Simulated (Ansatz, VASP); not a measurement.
Si2Ni in VASP and in Ansatz

```
Si Ni
1.0
     4.66660    0.00000    0.00000
    -2.33330    4.04139    0.00000
     0.00000    0.00000    6.55358
Si Ni
4 2
Direct
  0.50000 0.00000 0.00000
  0.00000 0.50000 0.00000
  0.50000 0.50000 0.00000
  0.00000 0.00000 0.50000
  0.00000 0.00000 0.82266
  0.00000 0.00000 0.17734
```

Alike in both runs: functional PBE; k mesh 12 × 12 × 6; occupations gaussian, width 0.1 eV; no spin polarisation.

Ansatz relaxed the structure, and its values are those at the end. VASP's run is a single point on that final structure, the one shown.

|  | VASP | Ansatz |
| --- | --- | --- |
| version | VASP 6.6.1 | Ansatz 0.2.0 |
| potentials or method | VASP PAW PBE potentials, release 64 (Si, Ni), cutoff 520 eV | scalar-relativistic, plane waves, PAW |
| valence electrons in the cell | 36 | 52 |

|  | VASP | Ansatz | Ansatz less VASP |
| --- | --- | --- | --- |
| gap on the k mesh at the Fermi level (eV) | none | none | - |
| pressure (GPa) | 0.0 | 0.0 | -0.04 |

A gap of «none» marks a metal or a gap that the smearing closes. With one functional, cell and mesh, what is left measures potentials, basis and numerics. VASP's potentials hold 36 valence electrons a cell and Ansatz's 52, so a difference there can come from the potentials and not from the codes.
